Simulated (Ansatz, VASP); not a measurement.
Sr3Y: VASP beside Ansatz

```
Sr Y
1.0
     7.13528    0.00000    0.00000
    -3.56764    6.17933    0.00000
     0.00000    0.00000    5.72716
Sr Y
6 2
Cartesian
  3.5676 4.1154 1.4318
  -1.7803 5.1474 4.2954
  1.7874 1.0319 1.4318
  0.0000 2.0639 4.2954
  5.3479 1.0319 1.4318
  1.7803 5.1474 4.2954
  0.0000 4.1196 1.4318
  3.5676 2.0598 4.2954
```

Alike in both runs: task single point; functional r2SCAN; k mesh 3 × 3 × 4; occupations gaussian, width 0.1 eV; no spin polarisation.

|  | VASP | Ansatz |
| --- | --- | --- |
| version | VASP 6.6.1 | Ansatz 0.2.0 |
| potentials or method | VASP PAW PBE potentials, release 64 (Sr_sv, Y_sv), cutoff 520 eV | scalar-relativistic, plane waves, PAW |
| valence electrons in the cell | 82 | 82 |

Ansatz gave:

```
gap on the k mesh at the Fermi level (eV)                     : none
pressure (GPa)                                                : 12.3
traceless stress, the component that is largest in VASP (GPa) : 0.69
rms of the force components (eV/Å)                            : 0.112
```

Q: Which values does VASP return?

A: gap on the k mesh at the Fermi level (eV): none; pressure (GPa): 12.4; traceless stress, the component that is largest in VASP (GPa): 0.69; rms of the force components (eV/Å): 0.112.

VASP's potentials were made for PBE, not for r2SCAN. Atom by atom the forces differ by 0.000 eV/Å (rms over components). A gap of «none» marks a metal or a gap that the smearing closes. The functional is the same, so the differences come from potentials, cutoffs and numerics.
